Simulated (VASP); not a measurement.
# CaHF2 (R-3m) in VASP: single point with r2SCAN

Aim: the single point of CaHF2 with r2SCAN.

All numbers are computed with VASP 6.6.1; they aren't measurements. Logs are shortened: lines on timing, memory, paths and dates and some standing lists are left out, and cuts for length are marked.

## 1. The cell of the first run

Symmetry: R-3m, No. 166, trigonal system. The conventional cell has a = 3.552 Å, b = 3.552 Å, c = 14.057 Å, α = 90.00°, β = 90.00°, γ = 120.00°. Within 1.6 Å of H (site symmetry -3m) lie 2 F at 1.16 Å. F (site symmetry 3m) has 1 H at 1.16 Å within 1.6 Å. Within 3.2 Å of Ca (site symmetry -3m) lie 6 F at 2.37 Å and 6 H at 3.11 Å.

## 2. Single point, r2SCAN

Contents of POSCAR:

```
CaHF2
1.0
    1.7758260000      3.0758180000      0.0000000000
   -1.7758260000      3.0758180000      0.0000000000
    0.0000000000     -2.0505420000      4.6857780000
H F Ca
1 2 1
Direct
    0.5000000000      0.5000000000      0.5000000000
    0.4176000000      0.4176000000      0.2528000000
    0.5824000000      0.5824000000      0.7472000000
    0.0000000000      0.0000000000      0.0000000000
```

Contents of INCAR.step1:

```
SYSTEM = CaHF2
PREC = Accurate ; ENCUT = 520
ISMEAR = -1 ; SIGMA = 0.1
LREAL = .FALSE. ; LASPH = .TRUE.
NELM = 80 ; NBANDS = 20
GGA = PE ; ALGO = Normal
EDIFF = 1E-4 ; LWAVE = .TRUE.
LCHARG = .FALSE.
```

Contents of INCAR.step2:

```
SYSTEM = CaHF2
PREC = Accurate ; ENCUT = 520
EDIFF = 1E-6 ; ISMEAR = -1
SIGMA = 0.1 ; LREAL = .FALSE.
LASPH = .TRUE. ; NELM = 80
ALGO = Normal ; ISIF = 2
LWAVE = .FALSE. ; LCHARG = .FALSE.
METAGGA = R2SCAN ; LMIXTAU = .TRUE.
NBANDS = 20 ; ISTART = 1
```

Contents of KPOINTS:

```
regular mesh
0
G
  10 10 10
  0 0 0
```

Potentials or basis: VASP PAW PBE potentials, release 64 (H, F, Ca_sv).

Launch:

```
$ cat potpaw_PBE.64/H/POTCAR potpaw_PBE.64/F/POTCAR potpaw_PBE.64/Ca_sv/POTCAR > POTCAR
$ cp INCAR.step1 INCAR
$ mpirun -np 1 vasp_std > vasp.out
$ cp INCAR.step2 INCAR
$ mpirun -np 1 vasp_std > vasp.out
```

OUTCAR:

```text
SYSTEM = CaHF2
   PREC = Accurate
   ENCUT = 520
   EDIFF = 1E-6
   ISMEAR = -1
   LREAL = .FALSE.
   LASPH = .TRUE.
   NELM = 80
   ISIF = 2
   METAGGA = R2SCAN
   ISTART = 1

 ion  position               nearest neighbor table
   1  0.500  0.500  0.500-   2 1.16   3 1.16
   2  0.418  0.418  0.253-   1 1.16   4 2.37   4 2.37   4 2.37
   3  0.582  0.582  0.747-   1 1.16   4 2.37   4 2.37   4 2.37
   4  0.000  0.000  0.000-   2 2.37   3 2.37   3 2.37   3 2.37   2 2.37   2 2.37

  LATTYP: Found a trigonal (rhomboedric) cell.
 ALAT       =     5.1148083370
 COS(alpha) =     0.7589139467

  Lattice vectors:

 A1 = (   1.7758260000,   1.0252760000,   4.6857780000)
 A2 = (  -1.7758260000,   1.0252760000,   4.6857780000)
 A3 = (   0.0000000000,  -2.0505420000,   4.6857780000)

Analysis of symmetry for initial positions (statically):
=====================================================================
 Subroutine PRICEL returns:
 Original cell was already a primitive cell.

 Routine SETGRP: Setting up the symmetry group for a
 trigonal (rhombohedral) supercell.

 Subroutine GETGRP returns: Found 12 space group operations
 (whereof 12 operations were pure point group operations)
 out of a pool of 12 trial point group operations.

The static configuration has the point symmetry D_3d.

Analysis of symmetry for dynamics (positions and initial velocities):
=====================================================================
 Subroutine PRICEL returns:
 Original cell was already a primitive cell.

 Routine SETGRP: Setting up the symmetry group for a
 trigonal (rhombohedral) supercell.

 Subroutine GETGRP returns: Found 12 space group operations
 (whereof 12 operations were pure point group operations)
 out of a pool of 12 trial point group operations.

The dynamic configuration has the point symmetry D_3d.

 Subroutine INISYM returns: Found 12 space group operations
 (whereof 12 operations are pure point group operations),
 and found     1 'primitive' translations

----------------------------------------------------------------------------------------

                                     Primitive cell

  volume of cell :      51.1885

  direct lattice vectors                    reciprocal lattice vectors
     1.775826000  3.075818000  0.000000000     0.281559117  0.162558383  0.071137128
    -1.775826000  3.075818000  0.000000000    -0.281559117  0.162558383  0.071137128
     0.000000000 -2.050542000  4.685778000     0.000000000  0.000000000  0.213411732

  length of vectors
     3.551649525  3.551649525  5.114805760     0.332808136  0.332808136  0.213411732

  position of ions in fractional coordinates (direct lattice)
     0.500000000  0.500000000  0.500000000
     0.417600000  0.417600000  0.252800000
     0.582400000  0.582400000  0.747200000
     0.000000000  0.000000000  0.000000000

  ion indices of the primitive-cell ions
   primitive index   ion index
                 1           1
                 2           2
                 3           3
                 4           4

----------------------------------------------------------------------------------------

 KPOINTS: regular mesh

Automatic generation of k-mesh.
 Grid dimensions read from file:
 generate k-points for:   10   10   10

 Generating k-lattice:

  Cartesian coordinates                     Fractional coordinates (reciprocal lattice)
     0.028155912  0.016255838  0.007113713     0.100000000  0.000000000 -0.000000000
    -0.028155912  0.016255838  0.007113713     0.000000000  0.100000000 -0.000000000
     0.000000000  0.000000000  0.021341173     0.000000000  0.000000000  0.100000000

  Length of vectors
     0.033280814  0.033280814  0.021341173

  Shift w.r.t. Gamma in fractional coordinates (k-lattice)
     0.000000000  0.000000000  0.000000000

 Subroutine IBZKPT returns following result:
 ===========================================

 Found    116 irreducible k-points:

 Following reciprocal coordinates:
            Coordinates               Weight
  0.000000  0.000000  0.000000      1.000000
  0.100000  0.000000  0.000000      6.000000
  0.200000  0.000000  0.000000      6.000000
  0.300000  0.000000 -0.000000      6.000000
  0.400000  0.000000  0.000000      6.000000
  0.500000  0.000000 -0.000000      3.000000
[... 16 lines left out ...]
  0.300000  0.300000 -0.000000      6.000000
  0.400000  0.300000  0.000000     12.000000
 [... further k-points ...]
   k-points           NKPTS =    116   k-points in BZ     NKDIM =    116   number of bands    NBANDS=     20
   number of dos      NEDOS =    301   number of ions     NIONS =      4
   total plane-waves  NPLWV =  31360
   dimension x,y,z NGX =    28 NGY =   28 NGZ =   40
   dimension x,y,z NGXF=    56 NGYF=   56 NGZF=   80
   ions per type =               1   2   1
   NGX,Y,Z   is equivalent  to a cutoff of  13.11, 13.11, 13.00 a.u.
   NGXF,Y,Z  is equivalent  to a cutoff of  26.21, 26.21, 26.00 a.u.
 SYSTEM =  CaHF2
   PREC   = accura    normal or accurate (medium, high low for compatibility)
   ISTART =      1    job   : 0-new  1-cont  2-samecut
   ICHARG =      0    charge: 1-file 2-atom 10-const
   ISPIN  =      1    spin polarized calculation?
   LNONCOLLINEAR =      F non collinear calculations
   LSORBIT =      F    spin-orbit coupling
   LASPH  =      T    aspherical Exc in radial PAW
   ENCUT  =  520.0 eV  38.22 Ry    6.18 a.u.   6.60  6.60  9.51*2*pi/ulx,y,z
   NELM   =     80;   NELMIN=  2; NELMDL=  0     # of ELM steps
   EDIFF  = 0.1E-05   stopping-criterion for ELM
   LREAL  =      F    real-space projection
   EDIFFG = 0.1E-04   stopping-criterion for IOM
   NSW    =      0    number of steps for IOM
   IBRION =     -1    ionic relax: 0-MD 1-quasi-New 2-CG
   NFREE  =      0    steps in history (QN), initial steepest desc. (CG)
   ISIF   =      2    stress and relaxation
   ISYM   =      2    0-nonsym 1-usesym 2-fastsym
   POTIM  = 0.5000    time-step for ionic-motion
   TEBEG  =    0.0;   TEEND  =   0.0 temperature during run
   PSTRESS=    0.0 pullay stress
   NELECT =      25.0000    total number of electrons
   NUPDOWN=      -1.0000    fix difference up-down
   EMIN   =  10.00;   EMAX   =-10.00  energy-range for DOS
   EFERMI =   0.00;   METHOD = LEGACY
   ISMEAR =    -1;   SIGMA  =   0.10  broadening in eV -4-tet -1-fermi 0-gaus
   EFERMI_NEDOS =   21; number of points for ismear=-14 and -15
   IALGO  =     38    algorithm
   IMIX   =      4    mixing-type and parameters
     AMIX     =   0.40;   BMIX     =  1.00
     AMIX_MAG =   1.60;   BMIX_MAG =  1.00
  volume/ion in A,a.u.               =      12.80        86.36
  Fermi-wavevector in a.u.,A,eV,Ry     =   1.289231  2.436292 22.614453  1.662115
  Thomas-Fermi vector in A             =   2.421136
   LORBIT       =      0    0 simple, 1 ext, 2 COOP (PROOUT), +10 PAW based schemes
   METAGGA = R2SCAN    functional components
   LHFCALC =     F    Hartree Fock is set to
   AEXX    =    0.0000 exact exchange contribution
   IVDW    =     0    specifies the selected vdW correction
   LEPSILON=     F    determine dielectric tensor
   LRPA    =     F    only Hartree local field effects (RPA)
 non-spin polarized calculation
  energy-cutoff  :      520.00
  volume of cell :       51.19
 maximum number of plane-waves:      1409
 NGX is ok and might be reduce to    28
   NGX = 13   NGY = 13   NGZ = 19

 number of electron      24.9999998 magnetization

 Free energy of the ion-electron system (eV)
  ---------------------------------------------------
  ext. energy  EPLUGINS =         0.00000000
  ---------------------------------------------------
  free energy    TOTEN  =       -24.82197061 eV

  energy without entropy =      -24.75983787  energy(sigma->0) =      -24.79090424

 E-fermi :   5.6785     XC(G=0):  -9.6574

 val. band max:        5.6699745878   @ k =   0.4000   0.3000   0.0000
 cond. band min:       5.6825834811   @ k =   0.4000   0.0000   0.3000
 fundamental gap:      0.0126088932
 Fermi energy:         5.6785315516

 k-point     1 :       0.0000    0.0000    0.0000
  band No.  band energies     occupation
      1     -39.6312      2.00000
      2     -25.4492      2.00000
      3     -24.5765      2.00000
      4     -19.7129      2.00000
      5     -19.7129      2.00000
      6     -19.4900      2.00000
[... 12 lines left out ...]
     19      10.0030      0.00000
     20      13.2429      0.00000

 k-point     2 :       0.1000    0.0000    0.0000
  band No.  band energies     occupation
      1     -39.6266      2.00000
      2     -25.4615      2.00000
      3     -24.5648      2.00000
      4     -19.7213      2.00000
      5     -19.7204      2.00000
      6     -19.5098      2.00000
[... 12 lines left out ...]
     19      10.5571      0.00000
     20      13.2937      0.00000

 k-point     3 :       0.2000    0.0000    0.0000
  band No.  band energies     occupation
      1     -39.6145      2.00000
      2     -25.4930      2.00000
      3     -24.5334      2.00000
      4     -19.7435      2.00000
      5     -19.7432      2.00000
      6     -19.5580      2.00000
[... 12 lines left out ...]
     19      11.5080      0.00000
     20      13.5645      0.00000

 k-point     4 :       0.3000    0.0000   -0.0000
  band No.  band energies     occupation
      1     -39.5995      2.00000
      2     -25.5317      2.00000
      3     -24.4944      2.00000
      4     -19.7814      2.00000
      5     -19.7701      2.00000
      6     -19.6081      2.00000
[... 429 lines left out ...]
 k-point    23 :       0.3000    0.3000   -0.0000
  band No.  band energies     occupation
      1     -39.5994      2.00000
      2     -25.4651      2.00000
      3     -24.5902      2.00000
      4     -19.7711      2.00000
      5     -19.7666      2.00000
      6     -19.5808      2.00000
[... 12 lines left out ...]
     19      10.7691      0.00000
     20      12.8681      0.00000

 k-point    24 :       0.4000    0.3000    0.0000
  band No.  band energies     occupation
      1     -39.5910      2.00000
      2     -25.4569      2.00000
      3     -24.6107      2.00000
      4     -19.7956      2.00000
      5     -19.7671      2.00000
      6     -19.6016      2.00000
[... 12 lines left out ...]
     19      10.5569      0.00000
     20      12.4297      0.00000

 [... further k-points ...]

------------------------ aborting loop because EDIFF is reached ----------------------------------------

  FORCE on cell =-STRESS in cart. coord.  units (eV):
  Direction    XX          YY          ZZ          XY          YZ          ZX
  --------------------------------------------------------------------------------------
  -------------------------------------------------------------------------------------
  Total        3.5481954      3.5481888     -0.0365702      0.0000000     -0.0000000      0.0000000
  in kB      111.0568523    111.0566460     -1.1446306      0.0000000     -0.0000008      0.0000000
  external PRESSURE =      73.6562892 kB  Pullay stress =       0.0000000 kB

 VOLUME and BASIS-vectors are now :
 -----------------------------------------------------------------------------
  energy-cutoff  :      520.00
  volume of cell :       51.19
      direct lattice vectors                 reciprocal lattice vectors
     1.775826000  3.075818000  0.000000000     0.281559117  0.162558383  0.071137128
    -1.775826000  3.075818000  0.000000000    -0.281559117  0.162558383  0.071137128
     0.000000000 -2.050542000  4.685778000     0.000000000  0.000000000  0.213411732

 POSITION                                       TOTAL-FORCE (eV/Angst)
 -----------------------------------------------------------------------------------
      0.00000      2.05055      2.34289        -0.000000     -0.000000      0.000000
      0.00000      2.05055      1.18456        -0.000000     -0.000000     -0.222177
      0.00000      2.05055      3.50121        -0.000000      0.000000      0.222177
      0.00000      0.00000      0.00000         0.000000     -0.000000      0.000000
 -----------------------------------------------------------------------------------
    total drift:                               -0.000000      0.000000      0.000000

  FREE ENERGIE OF THE ION-ELECTRON SYSTEM (eV)
  ---------------------------------------------------
  free  energy   TOTEN  =       -24.8219706052 eV

  energy  without entropy=      -24.7598378681  energy(sigma->0) =      -24.79090424
```

Wall time 9.3 min (1 thread of Oxide Virtual Turin-like, shared host); peak memory 0.23 GiB.

Results:

* Free energy: -24.8220 eV
* Pressure: 7.4 GPa
* Largest force: 0.222 eV/Å
* Band gap on the k mesh: zero (an odd number of electrons rules out a gap without spin polarisation)

Forces on the atoms (eV/Å):
```
H    0.000  0.000  0.000
F    0.000  0.000 -0.222
F    0.000  0.000  0.222
Ca   0.000  0.000  0.000
```

Caveat: the stress differs along the axes, from -0 to 11 GPa; the PAW data sets were made with another functional, which shifts forces and pressure a little; an odd number of electrons without spin polarisation forces a metal; a magnetic or distorted state may lie lower.
